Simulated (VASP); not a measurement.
# AlN (zincblende type) (F-43m) in VASP: a series of runs

AlN (zincblende type) is run at these levels: LDA; tasks: single point, relaxation of cell and atoms.

All numbers are computed with VASP 6.6.1; they aren't measurements. Logs are shortened: lines on timing, memory, paths and dates and some standing lists are left out, and cuts for length are marked.

### Step 1. The cell of the first run

It takes space group F-43m (No. 216, cubic). The conventional cell has a = 4.342 Å, b = 4.342 Å, c = 4.342 Å, α = 90.00°, β = 90.00°, γ = 90.00°. Al (site symmetry -43m) has 4 N at 1.88 Å within 2.5 Å. N (site symmetry -43m) has 4 Al at 1.88 Å within 2.5 Å.

### Step 2. Single point, LDA

INCAR

```
  ALGO = Normal
  EDIFF = 1E-6
  ENCUT = 520
  ISIF = 2
  ISMEAR = -1
  LASPH = T
  LCHARG = F
  LREAL = F
  LWAVE = F
  NBANDS = 11
  NELM = 80
  PREC = Accurate
  SIGMA = 0.1
```

KPOINTS

```
k-points
0
Gamma
  17 17 17
```

POSCAR

```
AlN
1.0
    0.0000000000      2.1711263820      2.1711263820
    2.1711263820      0.0000000000      2.1711263820
    2.1711263820      2.1711263820      0.0000000000
Al N
1 1
Direct
    0.0000000000      0.0000000000      0.0000000000
    0.2500000000      0.2500000000      0.2500000000
```

Potentials or basis: VASP PAW LDA potentials, release 64 (Al, N).

The run is started by

```
cat potpaw_LDA.64/Al/POTCAR potpaw_LDA.64/N/POTCAR > POTCAR
mpirun -np 1 vasp_std > vasp.out
```

OUTCAR:

```text
EDIFF = 1E-6
   ENCUT = 520
   ISIF = 2
   ISMEAR = -1
   LASPH = T
   LREAL = F
   NELM = 80
   PREC = Accurate

 ion  position               nearest neighbor table
   1  0.000  0.000  0.000-   2 1.88   2 1.88   2 1.88   2 1.88
   2  0.250  0.250  0.250-   1 1.88   1 1.88   1 1.88   1 1.88

  LATTYP: Found a face centered cubic cell.
 ALAT       =     4.3422527640

  Lattice vectors:

 A1 = (   0.0000000000,   2.1711263820,   2.1711263820)
 A2 = (   2.1711263820,   0.0000000000,   2.1711263820)
 A3 = (   2.1711263820,   2.1711263820,   0.0000000000)

Analysis of symmetry for initial positions (statically):
=====================================================================
 Subroutine PRICEL returns:
 Original cell was already a primitive cell.

 Routine SETGRP: Setting up the symmetry group for a
 face centered cubic supercell.

 Subroutine GETGRP returns: Found 24 space group operations
 (whereof 24 operations were pure point group operations)
 out of a pool of 48 trial point group operations.

The static configuration has the point symmetry T_d .

Analysis of symmetry for dynamics (positions and initial velocities):
=====================================================================
 Subroutine PRICEL returns:
 Original cell was already a primitive cell.

 Routine SETGRP: Setting up the symmetry group for a
 face centered cubic supercell.

 Subroutine GETGRP returns: Found 24 space group operations
 (whereof 24 operations were pure point group operations)
 out of a pool of 48 trial point group operations.

The dynamic configuration has the point symmetry T_d .

 Subroutine INISYM returns: Found 24 space group operations
 (whereof 24 operations are pure point group operations),
 and found     1 'primitive' translations

----------------------------------------------------------------------------------------

                                     Primitive cell

  volume of cell :      20.4685

  direct lattice vectors                    reciprocal lattice vectors
     0.000000000  2.171126382  2.171126382    -0.230295207  0.230295207  0.230295207
     2.171126382  0.000000000  2.171126382     0.230295207 -0.230295207  0.230295207
     2.171126382  2.171126382  0.000000000     0.230295207  0.230295207 -0.230295207

  length of vectors
     3.070436375  3.070436375  3.070436375     0.398883000  0.398883000  0.398883000

  position of ions in fractional coordinates (direct lattice)
     0.000000000  0.000000000  0.000000000
     0.250000000  0.250000000  0.250000000

  ion indices of the primitive-cell ions
   primitive index   ion index
                 1           1
                 2           2

----------------------------------------------------------------------------------------

 KPOINTS: k-points

Automatic generation of k-mesh.
 Grid dimensions read from file:
 generate k-points for:   17   17   17

 Generating k-lattice:

  Cartesian coordinates                     Fractional coordinates (reciprocal lattice)
    -0.013546777  0.013546777  0.013546777     0.058823529  0.000000000  0.000000000
     0.013546777 -0.013546777  0.013546777     0.000000000  0.058823529  0.000000000
     0.013546777  0.013546777 -0.013546777     0.000000000  0.000000000  0.058823529

  Length of vectors
     0.023463706  0.023463706  0.023463706

  Shift w.r.t. Gamma in fractional coordinates (k-lattice)
     0.000000000  0.000000000  0.000000000

 Subroutine IBZKPT returns following result:
 ===========================================

 Found    165 irreducible k-points:

 Following reciprocal coordinates:
            Coordinates               Weight
  0.000000  0.000000  0.000000      1.000000
  0.058824  0.000000  0.000000      8.000000
  0.117647  0.000000  0.000000      8.000000
  0.176471  0.000000  0.000000      8.000000
  0.235294  0.000000  0.000000      8.000000
  0.294118  0.000000  0.000000      8.000000
[... 16 lines left out ...]
 -0.176471  0.058824  0.000000     24.000000
 -0.117647  0.058824  0.000000     24.000000
 [... further k-points ...]
   k-points           NKPTS =    165   k-points in BZ     NKDIM =    165   number of bands    NBANDS=     11
   number of dos      NEDOS =    301   number of ions     NIONS =      2
   total plane-waves  NPLWV =  13824
   dimension x,y,z NGX =    24 NGY =   24 NGZ =   24
   dimension x,y,z NGXF=    48 NGYF=   48 NGZF=   48
   ions per type =               1   1
   NGX,Y,Z   is equivalent  to a cutoff of  12.99, 12.99, 12.99 a.u.
   NGXF,Y,Z  is equivalent  to a cutoff of  25.99, 25.99, 25.99 a.u.
 SYSTEM =  unknown system
   PREC   = accura    normal or accurate (medium, high low for compatibility)
   ISTART =      0    job   : 0-new  1-cont  2-samecut
   ICHARG =      2    charge: 1-file 2-atom 10-const
   ISPIN  =      1    spin polarized calculation?
   LNONCOLLINEAR =      F non collinear calculations
   LSORBIT =      F    spin-orbit coupling
   LASPH  =      T    aspherical Exc in radial PAW
   ENCUT  =  520.0 eV  38.22 Ry    6.18 a.u.   5.71  5.71  5.71*2*pi/ulx,y,z
   NELM   =     80;   NELMIN=  2; NELMDL= -5     # of ELM steps
   EDIFF  = 0.1E-05   stopping-criterion for ELM
   LREAL  =      F    real-space projection
   EDIFFG = 0.1E-04   stopping-criterion for IOM
   NSW    =      0    number of steps for IOM
   IBRION =     -1    ionic relax: 0-MD 1-quasi-New 2-CG
   NFREE  =      0    steps in history (QN), initial steepest desc. (CG)
   ISIF   =      2    stress and relaxation
   ISYM   =      2    0-nonsym 1-usesym 2-fastsym
   POTIM  = 0.5000    time-step for ionic-motion
   TEBEG  =    0.0;   TEEND  =   0.0 temperature during run
   PSTRESS=    0.0 pullay stress
   NELECT =       8.0000    total number of electrons
   NUPDOWN=      -1.0000    fix difference up-down
   EMIN   =  10.00;   EMAX   =-10.00  energy-range for DOS
   EFERMI =   0.00;   METHOD = LEGACY
   ISMEAR =    -1;   SIGMA  =   0.10  broadening in eV -4-tet -1-fermi 0-gaus
   EFERMI_NEDOS =   21; number of points for ismear=-14 and -15
   IALGO  =     38    algorithm
   IMIX   =      4    mixing-type and parameters
     AMIX     =   0.40;   BMIX     =  1.00
     AMIX_MAG =   1.60;   BMIX_MAG =  1.00
  volume/ion in A,a.u.               =      10.23        69.06
  Fermi-wavevector in a.u.,A,eV,Ry     =   1.196951  2.261910 19.492956  1.432692
  Thomas-Fermi vector in A             =   2.332878
   LORBIT       =      0    0 simple, 1 ext, 2 COOP (PROOUT), +10 PAW based schemes
   GGA     = CA    functional components
   LHFCALC =     F    Hartree Fock is set to
   AEXX    =    0.0000 exact exchange contribution
   IVDW    =     0    specifies the selected vdW correction
   LEPSILON=     F    determine dielectric tensor
   LRPA    =     F    only Hartree local field effects (RPA)
 non-spin polarized calculation
  energy-cutoff  :      520.00
  volume of cell :       20.47
 maximum number of plane-waves:       562
   NGX = 11   NGY = 11   NGZ = 11

 number of electron       8.0000000 magnetization

 Free energy of the ion-electron system (eV)
  ---------------------------------------------------
  ext. energy  EPLUGINS =         0.00000000
  ---------------------------------------------------
  free energy    TOTEN  =       -16.37545046 eV

  energy without entropy =      -16.37545046  energy(sigma->0) =      -16.37545046

 E-fermi :   7.6529     XC(G=0): -11.3437

 val. band max:        5.8771290665   @ k =   0.0000   0.0000   0.0000
 cond. band min:       9.1605798864   @ k =   0.4706   0.4706   0.0000
 fundamental gap:      3.2834508198
 Fermi energy:         7.6529475116

 k-point     1 :       0.0000    0.0000    0.0000
  band No.  band energies     occupation
      1      -9.0502      2.00000
      2       5.8771      2.00000
      3       5.8771      2.00000
      4       5.8771      2.00000
      5      10.2708      0.00000
      6      18.3853      0.00000
      7      18.3853      0.00000
      8      18.3853      0.00000
      9      23.5412      0.00000
     10      23.5412      0.00000
     11      24.9604      0.00000

 k-point     2 :       0.0588    0.0000    0.0000
  band No.  band energies     occupation
      1      -8.9970      2.00000
      2       5.5695      2.00000
      3       5.8584      2.00000
      4       5.8584      2.00000
      5      10.5212      0.00000
      6      18.2431      0.00000
      7      18.4411      0.00000
      8      18.4411      0.00000
      9      22.8719      0.00000
     10      22.8719      0.00000
     11      24.5966      0.00000

 k-point     3 :       0.1176    0.0000    0.0000
  band No.  band energies     occupation
      1      -8.8399      2.00000
      2       4.8136      2.00000
      3       5.8057      2.00000
      4       5.8057      2.00000
      5      11.1008      0.00000
      6      17.8774      0.00000
      7      18.5499      0.00000
      8      18.5499      0.00000
      9      22.0654      0.00000
     10      22.0654      0.00000
     11      23.9743      0.00000

 k-point     4 :       0.1765    0.0000    0.0000
  band No.  band energies     occupation
      1      -8.5868      2.00000
      2       3.8545      2.00000
      3       5.7287      2.00000
      4       5.7287      2.00000
      5      11.7545      0.00000
      6      17.4109      0.00000
      7      18.5311      0.00000
      8      18.5311      0.00000
      9      21.7067      0.00000
     10      21.7067      0.00000
     11      23.4495      0.00000
[... 239 lines left out ...]
 k-point    22 :      -0.2353    0.0588    0.0000
  band No.  band energies     occupation
      1      -8.0863      2.00000
      2       2.5041      2.00000
      3       5.3284      2.00000
      4       5.7032      2.00000
      5      12.6158      0.00000
      6      16.7148      0.00000
      7      17.9605      0.00000
      8      18.1238      0.00000
      9      21.3514      0.00000
     10      22.7871      0.00000
     11      23.8864      0.00000

 k-point    23 :      -0.1765    0.0588    0.0000
  band No.  band energies     occupation
      1      -8.4396      2.00000
      2       3.4829      2.00000
      3       5.4429      2.00000
      4       5.7903      2.00000
      5      12.0844      0.00000
      6      17.2190      0.00000
      7      18.2594      0.00000
      8      18.5237      0.00000
      9      20.8595      0.00000
     10      22.3186      0.00000
     11      24.1169      0.00000

 k-point    24 :      -0.1176    0.0588    0.0000
  band No.  band energies     occupation
      1      -8.7200      2.00000
      2       4.4199      2.00000
      3       5.5749      2.00000
      4       5.8515      2.00000
      5      11.4637      0.00000
      6      17.6663      0.00000
      7      18.4849      0.00000
      8      18.6296      0.00000
      9      21.0424      0.00000
     10      22.2461      0.00000
     11      24.6359      0.00000

 [... further k-points ...]

------------------------ aborting loop because EDIFF is reached ----------------------------------------

  FORCE on cell =-STRESS in cart. coord.  units (eV):
  Direction    XX          YY          ZZ          XY          YZ          ZX
  --------------------------------------------------------------------------------------
  -------------------------------------------------------------------------------------
  Total        0.0809751      0.0809751      0.0809751      0.0000000      0.0000000     -0.0000000
  in kB        6.3383615      6.3383615      6.3383615      0.0000000      0.0000000     -0.0000000
  external PRESSURE =       6.3383615 kB  Pullay stress =       0.0000000 kB

 VOLUME and BASIS-vectors are now :
 -----------------------------------------------------------------------------
  energy-cutoff  :      520.00
  volume of cell :       20.47
      direct lattice vectors                 reciprocal lattice vectors
     0.000000000  2.171126382  2.171126382    -0.230295207  0.230295207  0.230295207
     2.171126382  0.000000000  2.171126382     0.230295207 -0.230295207  0.230295207
     2.171126382  2.171126382  0.000000000     0.230295207  0.230295207 -0.230295207

 POSITION                                       TOTAL-FORCE (eV/Angst)
 -----------------------------------------------------------------------------------
      0.00000      0.00000      0.00000        -0.000000     -0.000000     -0.000000
      1.08556      1.08556      1.08556         0.000000      0.000000      0.000000
 -----------------------------------------------------------------------------------
    total drift:                               -0.000000     -0.000000     -0.000000

  FREE ENERGIE OF THE ION-ELECTRON SYSTEM (eV)
  ---------------------------------------------------
  free  energy   TOTEN  =       -16.3754504626 eV

  energy  without entropy=      -16.3754504574  energy(sigma->0) =      -16.37545046
```

Run time: 8.9 s. Hardware: 1 thread of Intel Xeon 6975P-C (Granite Rapids), shared host; peak memory 0.14 GiB.

Results:

* Free energy: -16.3755 eV
* Pressure: 0.6 GPa
* Band gap on the k mesh: 3.28 eV, indirect (least direct gap 4.39 eV)

Levels at points of the mesh, in eV from the valence-band top:
```tsv
k point	band 2	band 3	band 4	band 5	band 6	band 7
(0.00, 0.00, 0.00)	0.00	0.00	0.00	4.39	12.51	12.51
```

A k mesh can miss the band edges. As with any semilocal functional, this LDA gap is likely too small.

### Step 3. Relaxation of cell and atoms, LDA

This run uses another cell than the first one, of 10.00 Å³/atom, 0.977 times its volume.

INCAR

```
SYSTEM = AlN
ALGO = Normal
EDIFF = 1E-6
EDIFFG = -0.005
ENCUT = 600
GGA = CA
IBRION = 2
ISIF = 3
ISMEAR = -1
LASPH = .True.
LCHARG = .False.
LREAL = .False.
LWAVE = .False.
NELM = 80
NSW = 60
PREC = Accurate
SIGMA = 0.1
```

KPOINTS

```
k-points
0
Gamma
  17 17 17
  0 0 0
```

POSCAR

```
AlN
1.0
    0.0000000000      2.1544346900      2.1544346900
    2.1544346900      0.0000000000      2.1544346900
    2.1544346900      2.1544346900      0.0000000000
Al N
1 1
Direct
    0.0000000000      0.0000000000      0.0000000000
    0.2500000000      0.2500000000      0.2500000000
```

Potentials or basis: VASP PAW LDA potentials, release 64 (Al, N).

The run is started by

```
cat potpaw_LDA.64/Al/POTCAR potpaw_LDA.64/N/POTCAR > POTCAR
mpirun -np 1 vasp_std > vasp.out
```

It took 14 s on 1 thread of Intel Xeon 6975P-C (Granite Rapids), shared host; peak memory 0.14 GiB.

The run converged. Its results:

| Property | Result |
| --- | --- |
| Free energy | -16.3757 eV |
| Relaxed volume | 10.26 Å³/atom |
| Relaxed cell | a = 3.073 Å, b = 3.073 Å, c = 3.073 Å, α = 60.00°, β = 60.00°, γ = 60.00° |
| Space group after relaxing (to 0.05 Å) | F-43m (No. 216) |
| Energy gained by relaxing | 4.6 meV/atom |
| Ionic steps | 3 |
| Pressure after relaxing | 0.0 GPa |
| Band gap on the k mesh | 3.28 eV, indirect (least direct gap 4.37 eV) |

Step by step:
```csv
step,energy change (eV),largest force (eV/Å),pressure (GPa),volume (Å³)
1,0.0000,0.0000,5.74,20.00
2,-0.0005,0.0000,-5.14,21.06
3,-0.0092,0.0000,-0.02,20.53
```

Final structure:
```yaml
crystal:
  lattice:
    - [0.00000, 2.17317, 2.17317]
    - [2.17317, 0.00000, 2.17317]
    - [2.17317, 2.17317, 0.00000]
  atoms:
    - { symbol: Al, position: [0.00000, 0.00000, 0.00000] }
    - { symbol: N, position: [0.25000, 0.25000, 0.25000] }
```

Levels at points of the mesh, in eV from the valence-band top:
| k point | band 1 | band 2 | band 3 | band 4 | band 5 | band 6 | band 7 | band 8 |
| --- | --- | --- | --- | --- | --- | --- | --- | --- |
| (0.00, 0.00, 0.00) | -14.91 | 0.00 | 0.00 | 0.00 | 4.37 | 12.48 | 12.48 | 12.48 |

A k mesh can miss the band edges. As with any semilocal functional, this LDA gap is likely too small.
